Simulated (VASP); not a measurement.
Input of a VASP 6.6.1 run:

The input POSCAR:

```
Ag
1.0
    3.0488805539      0.0000000000      0.0000000000
   -1.5244402769      2.6404080128      0.0000000000
    0.0000000000      0.0000000000      4.5104540124
Ag
2
Direct
    0.3333333333      0.6666666667      0.2500000000
    0.6666666667      0.3333333333      0.7500000000
```

The input INCAR.step1:

```
PREC     = Accurate       # precision mode
ENCUT    = 520            # plane-wave cutoff, eV
ISMEAR   = 0              # smearing method
SIGMA    = 0.15           # smearing width, eV
LREAL    = False          # projectors in reciprocal space
LASPH    = True           # aspherical terms in the spheres
NELM     = 80             # most SCF steps
NBANDS   = 18             # bands
GGA      = PE             # functional
ALGO     = Normal         # electronic algorithm
EDIFF    = 1E-4           # SCF threshold, eV
LWAVE    = True           # write WAVECAR
LCHARG   = False          # write CHGCAR
```

The input INCAR.step2:

```
PREC     = Accurate       # precision mode
ENCUT    = 520            # plane-wave cutoff, eV
EDIFF    = 1E-7           # SCF threshold, eV
ISMEAR   = 0              # smearing method
SIGMA    = 0.15           # smearing width, eV
LREAL    = False          # projectors in reciprocal space
LASPH    = True           # aspherical terms in the spheres
NELM     = 80             # most SCF steps
ALGO     = Normal         # electronic algorithm
ISIF     = 2              # what is computed and relaxed
LWAVE    = False          # write WAVECAR
LCHARG   = False          # write CHGCAR
METAGGA  = R2SCAN         # meta-GGA
LMIXTAU  = True         
NBANDS   = 18             # bands
ISTART   = 1
```

The input KPOINTS:

```
Automatic mesh
0
Gamma
  24 24 14
```

Potentials or basis: VASP PAW PBE potentials, release 64 (Ag).

The run is started by

```sh
$ cat potpaw_PBE.64/Ag/POTCAR > POTCAR
$ cp INCAR.step1 INCAR
$ mpirun -np 1 vasp_std > vasp.out
$ cp INCAR.step2 INCAR
$ mpirun -np 1 vasp_std > vasp.out
```

Problem. Estimate the band gap on the k mesh.

Solution. Zero (bands 11 and 12 overlap by 7.28 eV).

Problem. Estimate the pressure.

Solution. -3.1 GPa.

Stress tensor (GPa, compression positive):
```
-5.26  0.00  0.00
 0.00 -5.26  0.00
 0.00  0.00  1.31
```

Caveat: the cell differs from its parent crystal (strain +0.050 along x and y, -0.050 along z); the stress differs along the axes, from -5 to 1 GPa; the PAW data sets were made with another functional, which shifts forces and pressure a little.
